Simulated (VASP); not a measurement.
Here is a VASP 6.6.1 calculation.

POSCAR

```
Ni
1.0
    2.2591100000      0.0000000000      0.0000000000
    0.0000000000      2.2591100000      0.0000000000
    0.0000000000      0.0000000000     23.8000000000
Ni
1
Direct
    0.5000000000      0.5000000000      0.2941200000
```

Contents of INCAR.step1:

```
SYSTEM = Ni
PREC = Accurate
ENCUT = 520
EDIFF = 1E-6
ISMEAR = -1
SIGMA = 0.05
LREAL = .FALSE.
LASPH = .TRUE.
NELM = 150
ALGO = Normal
ISIF = 2
LWAVE = .FALSE.
LCHARG = .TRUE.
ISPIN = 2
MAGMOM = 1
LMAXMIX = 4
GGA = PE
NBANDS = 15
```

The input KPOINTS.step1:

```
regular mesh
0
G
  12 12 1
  0 0 0
```

INCAR.step2

```
SYSTEM = Ni
PREC = Accurate
ENCUT = 520
EDIFF = 1E-6
ISMEAR = -5
SIGMA = 0.05
LREAL = .FALSE.
LASPH = .TRUE.
NELM = 150
ALGO = Normal
ISIF = 2
LWAVE = .FALSE.
LCHARG = .FALSE.
ISPIN = 2
MAGMOM = 1
LORBIT = 11
LMAXMIX = 4
GGA = PE
NBANDS = 15
NEDOS = 2001
ICHARG = 11
```

KPOINTS.step2

```
regular mesh
0
G
  18 18 1
  0 0 0
```

Potentials or basis: VASP PAW PBE potentials, release 64 (Ni).

Launch:

```sh
$ cat potpaw_PBE.64/Ni/POTCAR > POTCAR
$ cp INCAR.step1 INCAR
$ cp KPOINTS.step1 KPOINTS
$ mpirun -np 1 vasp_std > vasp.out
$ cp INCAR.step2 INCAR
$ cp KPOINTS.step2 KPOINTS
$ mpirun -np 1 vasp_std > vasp.out
```

Question: Predict the net moment.

Answer: 0.86 μB per cell.

Question: What does it give for the site moments?

Answer: Ni +0.88 μB.
